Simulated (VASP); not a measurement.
Input of a VASP 6.6.1 run:

File INCAR:

```
SYSTEM = Sr
PREC = Accurate
ENCUT = 520
EDIFF = 1E-7
ISMEAR = -1
SIGMA = 0.05
LREAL = .FALSE.
LASPH = .TRUE.
NELM = 80
ALGO = Normal
ISIF = 2
LWAVE = .FALSE.
LCHARG = .TRUE.
GGA = PE
LELF = .TRUE.
LVHAR = .TRUE.
NBANDS = 11
```

Contents of KPOINTS:

```
regular mesh
0
G
  8 8 8
  0 0 0
```

Contents of POSCAR:

```
Sr
1.0
    0.0000000000      2.4268881209      2.4268881209
    2.4268881209      0.0000000000      2.4268881209
    2.4268881209      2.4268881209      0.0000000000
Sr
1
Direct
    0.0000000000      0.0000000000      0.0000000000
```

Potentials or basis: VASP PAW PBE potentials, release 64 (Sr_sv).

Command:

```sh
$ cat potpaw_PBE.64/Sr_sv/POTCAR > POTCAR
$ mpirun -np 1 vasp_std > vasp.out
```

(1) Predict the pressure.

(2) What does it give for the band gap on the k mesh?

## Answers

(1) 20.2 GPa.

(2) zero (band 5 reaches 4.47 eV, above the bottom of band 6 at 3.84 eV).
